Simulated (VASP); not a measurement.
# Sr (Fm-3m) in VASP: density of states with LDA

Aim: the density of states of Sr with LDA.

All numbers are computed with VASP 6.6.1; they aren't measurements. Logs are shortened: lines on timing, memory, paths and dates and some standing lists are left out, and cuts for length are marked.

### Step 1. The cell of the first run

The structure is cubic, space group Fm-3m (No. 225). The conventional cell has a = 5.795 Å, b = 5.795 Å, c = 5.795 Å, α = 90.00°, β = 90.00°, γ = 90.00°. Within 5.4 Å of Sr (site symmetry m-3m) lie 12 Sr at 4.10 Å.

### Step 2. Density of states, LDA

Contents of POSCAR:

```
Sr
1.0
    0.0000000000      2.8972602709      2.8972602709
    2.8972602709      0.0000000000      2.8972602709
    2.8972602709      2.8972602709      0.0000000000
Sr
1
Direct
    0.0000000000      0.0000000000      0.0000000000
```

Contents of INCAR.step1:

```
PREC     = Accurate       # precision mode
ENCUT    = 520            # plane-wave cutoff, eV
EDIFF    = 1E-6           # SCF threshold, eV
ISMEAR   = 0              # smearing method
SIGMA    = 0.05           # smearing width, eV
LREAL    = False          # projectors in reciprocal space
LASPH    = True           # aspherical terms in the spheres
NELM     = 80             # most SCF steps
ALGO     = Normal         # electronic algorithm
ISIF     = 2              # what is computed and relaxed
LWAVE    = False          # write WAVECAR
LCHARG   = True           # write CHGCAR
NBANDS   = 11             # bands
```

Contents of KPOINTS.step1:

```
Automatic mesh
0
Gamma
  12 12 12
```

Contents of INCAR.step2:

```
PREC     = Accurate       # precision mode
ENCUT    = 520            # plane-wave cutoff, eV
EDIFF    = 1E-6           # SCF threshold, eV
ISMEAR   = -5             # smearing method
SIGMA    = 0.05           # smearing width, eV
LREAL    = False          # projectors in reciprocal space
LASPH    = True           # aspherical terms in the spheres
NELM     = 80             # most SCF steps
ALGO     = Normal         # electronic algorithm
ISIF     = 2              # what is computed and relaxed
LWAVE    = False          # write WAVECAR
LCHARG   = False          # write CHGCAR
LORBIT   = 10             # projections on sites
NEDOS    = 1001           # points of the DOS
ICHARG   = 11             # starting density
```

Contents of KPOINTS.step2:

```
Automatic mesh
0
Gamma
  18 18 18
```

Potentials or basis: VASP PAW LDA potentials, release 64 (Sr_sv).

The run is started by

```
cat potpaw_LDA.64/Sr_sv/POTCAR > POTCAR
cp INCAR.step1 INCAR
cp KPOINTS.step1 KPOINTS
mpirun -np 1 vasp_std > vasp.out
cp INCAR.step2 INCAR
cp KPOINTS.step2 KPOINTS
mpirun -np 1 vasp_std > vasp.out
```

OUTCAR:

```text
PREC = Accurate
   ENCUT = 520
   EDIFF = 1E-6
   ISMEAR = -5
   LREAL = False
   LASPH = True
   NELM = 80
   ISIF = 2
   LORBIT = 10
   ICHARG = 11

 ion  position               nearest neighbor table
   1  0.000  0.000  0.000-

  LATTYP: Found a face centered cubic cell.
 ALAT       =     5.7945205418

  Lattice vectors:

 A1 = (   0.0000000000,   2.8972602709,   2.8972602709)
 A2 = (   2.8972602709,   0.0000000000,   2.8972602709)
 A3 = (   2.8972602709,   2.8972602709,   0.0000000000)

Analysis of symmetry for initial positions (statically):
=====================================================================
 Subroutine PRICEL returns:
 Original cell was already a primitive cell.

 Routine SETGRP: Setting up the symmetry group for a
 face centered cubic supercell.

 Subroutine GETGRP returns: Found 48 space group operations
 (whereof 48 operations were pure point group operations)
 out of a pool of 48 trial point group operations.

The static configuration has the point symmetry O_h .

Analysis of symmetry for dynamics (positions and initial velocities):
=====================================================================
 Subroutine PRICEL returns:
 Original cell was already a primitive cell.

 Routine SETGRP: Setting up the symmetry group for a
 face centered cubic supercell.

 Subroutine GETGRP returns: Found 48 space group operations
 (whereof 48 operations were pure point group operations)
 out of a pool of 48 trial point group operations.

The dynamic configuration has the point symmetry O_h .

 Subroutine INISYM returns: Found 48 space group operations
 (whereof 48 operations are pure point group operations),
 and found     1 'primitive' translations

----------------------------------------------------------------------------------------

                                     Primitive cell

  volume of cell :      48.6399

  direct lattice vectors                    reciprocal lattice vectors
     0.000000000  2.897260271  2.897260271    -0.172576832  0.172576832  0.172576832
     2.897260271  0.000000000  2.897260271     0.172576832 -0.172576832  0.172576832
     2.897260271  2.897260271  0.000000000     0.172576832  0.172576832 -0.172576832

  length of vectors
     4.097344769  4.097344769  4.097344769     0.298911842  0.298911842  0.298911842

  position of ions in fractional coordinates (direct lattice)
     0.000000000  0.000000000  0.000000000

  ion indices of the primitive-cell ions
   primitive index   ion index
                 1           1

----------------------------------------------------------------------------------------

 KPOINTS: Automatic mesh

Automatic generation of k-mesh.
 Grid dimensions read from file:
 generate k-points for:   18   18   18

 Generating k-lattice:

  Cartesian coordinates                     Fractional coordinates (reciprocal lattice)
    -0.009587602  0.009587602  0.009587602     0.055555556  0.000000000  0.000000000
     0.009587602 -0.009587602  0.009587602     0.000000000  0.055555556  0.000000000
     0.009587602  0.009587602 -0.009587602     0.000000000  0.000000000  0.055555556

  Length of vectors
     0.016606213  0.016606213  0.016606213

  Shift w.r.t. Gamma in fractional coordinates (k-lattice)
     0.000000000  0.000000000  0.000000000

 TETIRR: Found    806 inequivalent tetrahedra from    34992

 Subroutine IBZKPT returns following result:
 ===========================================

 Found    195 irreducible k-points:

 Following reciprocal coordinates:
            Coordinates               Weight
  0.000000  0.000000  0.000000      1.000000
  0.055556  0.000000  0.000000      8.000000
  0.111111  0.000000  0.000000      8.000000
  0.166667  0.000000  0.000000      8.000000
  0.222222  0.000000  0.000000      8.000000
  0.277778  0.000000  0.000000      8.000000
[... 16 lines left out ...]
 -0.277778  0.055556  0.000000     24.000000
 -0.222222  0.055556  0.000000     24.000000
 [... further k-points ...]
   k-points           NKPTS =    195   k-points in BZ     NKDIM =    195   number of bands    NBANDS=      9
   number of dos      NEDOS =   1001   number of ions     NIONS =      1
   total plane-waves  NPLWV =  27000
   dimension x,y,z NGX =    30 NGY =   30 NGZ =   30
   dimension x,y,z NGXF=    60 NGYF=   60 NGZF=   60
   ions per type =               1
   NGX,Y,Z   is equivalent  to a cutoff of  12.17, 12.17, 12.17 a.u.
   NGXF,Y,Z  is equivalent  to a cutoff of  24.34, 24.34, 24.34 a.u.
 SYSTEM =  unknown system
   PREC   = accura    normal or accurate (medium, high low for compatibility)
   ISTART =      0    job   : 0-new  1-cont  2-samecut
   ICHARG =     11    charge: 1-file 2-atom 10-const
   ISPIN  =      1    spin polarized calculation?
   LNONCOLLINEAR =      F non collinear calculations
   LSORBIT =      F    spin-orbit coupling
   LASPH  =      T    aspherical Exc in radial PAW
   ENCUT  =  520.0 eV  38.22 Ry    6.18 a.u.   7.62  7.62  7.62*2*pi/ulx,y,z
   NELM   =     80;   NELMIN=  2; NELMDL=  0     # of ELM steps
   EDIFF  = 0.1E-05   stopping-criterion for ELM
   LREAL  =      F    real-space projection
   EDIFFG = 0.1E-04   stopping-criterion for IOM
   NSW    =      0    number of steps for IOM
   IBRION =     -1    ionic relax: 0-MD 1-quasi-New 2-CG
   NFREE  =      0    steps in history (QN), initial steepest desc. (CG)
   ISIF   =      2    stress and relaxation
   ISYM   =      2    0-nonsym 1-usesym 2-fastsym
   POTIM  = 0.5000    time-step for ionic-motion
   TEBEG  =    0.0;   TEEND  =   0.0 temperature during run
   PSTRESS=    0.0 pullay stress
   NELECT =      10.0000    total number of electrons
   NUPDOWN=      -1.0000    fix difference up-down
   EMIN   =  10.00;   EMAX   =-10.00  energy-range for DOS
   EFERMI =   0.00;   METHOD = LEGACY
   ISMEAR =    -5;   SIGMA  =   0.05  broadening in eV -4-tet -1-fermi 0-gaus
   EFERMI_NEDOS =   21; number of points for ismear=-14 and -15
   IALGO  =     38    algorithm
   IMIX   =      4    mixing-type and parameters
     AMIX     =   0.40;   BMIX     =  1.00
     AMIX_MAG =   1.60;   BMIX_MAG =  1.00
  volume/ion in A,a.u.               =      48.64       328.24
  Fermi-wavevector in a.u.,A,eV,Ry     =   0.966223  1.825897 12.702218  0.933587
  Thomas-Fermi vector in A             =   2.096006
   LORBIT       =     10    0 simple, 1 ext, 2 COOP (PROOUT), +10 PAW based schemes
   GGA     = CA    functional components
   LHFCALC =     F    Hartree Fock is set to
   AEXX    =    0.0000 exact exchange contribution
   IVDW    =     0    specifies the selected vdW correction
   LEPSILON=     F    determine dielectric tensor
   LRPA    =     F    only Hartree local field effects (RPA)
 non-spin polarized calculation
 Fermi weights with tetrahedron method with Bloechl corrections
  energy-cutoff  :      520.00
  volume of cell :       48.64
 maximum number of plane-waves:      1363

 number of electron      10.0000000 magnetization

 Free energy of the ion-electron system (eV)
  ---------------------------------------------------
  ext. energy  EPLUGINS =         0.00000000
  ---------------------------------------------------
  free energy    TOTEN  =        -1.89847537 eV

  energy without entropy =       -1.89847537  energy(sigma->0) =       -1.89847537

 E-fermi :   1.8871     XC(G=0):  -7.9511

 val. band max:        1.8516948735   @ k =  -0.3333   0.3333   0.1667
 cond. band min:       1.9038260809   @ k =  -0.3333   0.3333   0.1667
 fundamental gap:      0.0521312074
 Fermi energy:         1.8870908463

 k-point     1 :       0.0000    0.0000    0.0000
  band No.  band energies     occupation
      1     -34.3722      2.00000
      2     -16.3252      2.00000
      3     -16.3252      2.00000
      4     -16.3252      2.00000
      5      -1.9880      2.00000
      6       4.2262      0.00000
      7       4.2262      0.00000
      8       4.2262      0.00000
      9       5.8900      0.00000

 k-point     2 :       0.0556    0.0000    0.0000
  band No.  band energies     occupation
      1     -34.3714      2.00000
      2     -16.3350      2.00000
      3     -16.3265      2.00000
      4     -16.3265      2.00000
      5      -1.9311      2.00000
      6       4.1400      0.00000
      7       4.2544      0.00000
      8       4.2544      0.00000
      9       5.8509      0.00000

 k-point     3 :       0.1111    0.0000    0.0000
  band No.  band energies     occupation
      1     -34.3692      2.00000
      2     -16.3629      2.00000
      3     -16.3301      2.00000
      4     -16.3301      2.00000
      5      -1.7634      2.00000
      6       3.9122      0.00000
      7       4.3277      0.00000
      8       4.3277      0.00000
      9       5.7605      0.00000

 k-point     4 :       0.1667    0.0000    0.0000
  band No.  band energies     occupation
      1     -34.3657      2.00000
      2     -16.4052      2.00000
      3     -16.3356      2.00000
      4     -16.3356      2.00000
      5      -1.4940      2.00000
      6       3.6066      0.00000
      7       4.4063      0.00000
      8       4.4063      0.00000
      9       5.6929      0.00000
[... 205 lines left out ...]
 k-point    22 :      -0.3333    0.0556    0.0000
  band No.  band energies     occupation
      1     -34.3512      2.00000
      2     -16.5730      2.00000
      3     -16.3684      2.00000
      4     -16.3561      2.00000
      5      -0.0800      2.00000
      6       2.5839      0.00000
      7       4.1205      0.00000
      8       4.2601      0.00000
      9       6.1849      0.00000

 k-point    23 :      -0.2778    0.0556    0.0000
  band No.  band energies     occupation
      1     -34.3552      2.00000
      2     -16.5271      2.00000
      3     -16.3624      2.00000
      4     -16.3489      2.00000
      5      -0.5273      2.00000
      6       2.8548      0.00000
      7       4.2304      0.00000
      8       4.3822      0.00000
      9       5.8052      0.00000

 k-point    24 :      -0.2222    0.0556    0.0000
  band No.  band energies     occupation
      1     -34.3596      2.00000
      2     -16.4754      2.00000
      3     -16.3550      2.00000
      4     -16.3416      2.00000
      5      -0.9587      2.00000
      6       3.1536      0.00000
      7       4.3287      0.00000
      8       4.4832      0.00000
      9       5.5330      0.00000

 [... further k-points ...]

------------------------ aborting loop because EDIFF is reached ----------------------------------------

  FORCE on cell =-STRESS in cart. coord.  units (eV):
  Direction    XX          YY          ZZ          XY          YZ          ZX
  --------------------------------------------------------------------------------------
  -------------------------------------------------------------------------------------
  Total       -0.0188760     -0.0188760     -0.0188760     -0.0000000     -0.0000000      0.0000000
  in kB       -0.6217688     -0.6217688     -0.6217688     -0.0000000     -0.0000000      0.0000000
  external PRESSURE =      -0.6217688 kB  Pullay stress =       0.0000000 kB

 VOLUME and BASIS-vectors are now :
 -----------------------------------------------------------------------------
  energy-cutoff  :      520.00
  volume of cell :       48.64
      direct lattice vectors                 reciprocal lattice vectors
     0.000000000  2.897260271  2.897260271    -0.172576832  0.172576832  0.172576832
     2.897260271  0.000000000  2.897260271     0.172576832 -0.172576832  0.172576832
     2.897260271  2.897260271  0.000000000     0.172576832  0.172576832 -0.172576832

 POSITION                                       TOTAL-FORCE (eV/Angst)
 -----------------------------------------------------------------------------------
      0.00000      0.00000      0.00000         0.000000     -0.000000     -0.000000
 -----------------------------------------------------------------------------------
    total drift:                               -0.000000     -0.000000      0.000000

  FREE ENERGIE OF THE ION-ELECTRON SYSTEM (eV)
  ---------------------------------------------------
  free  energy   TOTEN  =        -1.8984753699 eV

  energy  without entropy=       -1.8984753699  energy(sigma->0) =       -1.89847537

 total charge

# of ion       s       p       d       tot
------------------------------------------
    1        2.076   5.698   0.167   7.941
```

It took 29 s on 1 thread of Intel Xeon 6975P-C (Granite Rapids), shared host; peak memory 0.21 GiB.

What came out:

| Item | Value |
| --- | --- |
| Valence electrons inside the program's atomic spheres | Sr 7.94 |

Levels at points of the mesh, in eV from the valence-band top:
```csv
k point,band 2,band 3,band 4,band 5,band 6,band 7,band 8,band 9
"(0.00, 0.00, 0.00)",-18.18,-18.18,-18.18,-3.84,2.37,2.37,2.37,4.04
"(0.50, 0.00, 0.00)",-18.49,-18.22,-18.22,-1.24,0.32,2.21,2.21,5.24
"(0.50, 0.50, 0.00)",-18.47,-18.29,-18.29,-0.81,0.18,1.41,5.25,5.60
```
